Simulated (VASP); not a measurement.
NaCl:

```
Na Cl
1.0
     0.00000    2.84709    2.84709
     2.84709    0.00000    2.84709
     2.84709    2.84709    0.00000
Na Cl
1 1
Direct
  0.00000 0.00000 0.00000
  0.50000 0.50000 0.50000
```

- Program: VASP 6.6.1
- Task: relaxation of cell and atoms
- Functional: r2SCAN
- Potentials or basis: VASP PAW PBE potentials, release 64 (Na_pv, Cl)
- Cutoff: 600 eV
- k mesh: 8 × 8 × 8
- Occupations: fermi-dirac, width 0.02 eV
- Spin: no spin polarisation

At the start: pressure -1.3 GPa; volume 23.08 Å³/atom.

Task: How do energy, volume and symmetry change on relaxing?

Result: Over 5 steps the energy falls by 5.6 meV/atom and the volume is 21.88 Å³/atom (-5.2 %); space group Fm-3m (No. 225, to 0.1 Å) before and after.

Step by step:
| step | energy change (eV) | largest force (eV/Å) | pressure (GPa) | volume (Å³) |
| --- | --- | --- | --- | --- |
| 1 | 0.0000 | 0.0000 | -1.34 | 46.16 |
| 2 | -0.0084 | 0.0000 | -0.69 | 44.88 |
| 3 | -0.0109 | 0.0000 | -0.24 | 44.12 |
| 4 | -0.0088 | 0.0000 | 0.79 | 42.62 |
| 5 | -0.0112 | 0.0000 | -0.01 | 43.76 |

Final structure:
```yaml
crystal:
  lattice:
    - [0.00000, 2.79697, 2.79697]
    - [2.79697, 0.00000, 2.79697]
    - [2.79697, 2.79697, 0.00000]
  atoms:
    - { symbol: Na, position: [0.00000, 0.00000, 0.00000] }
    - { symbol: Cl, position: [0.50000, 0.50000, 0.50000] }
```

Caveat: the PAW data sets were made with another functional, which shifts forces and pressure a little.
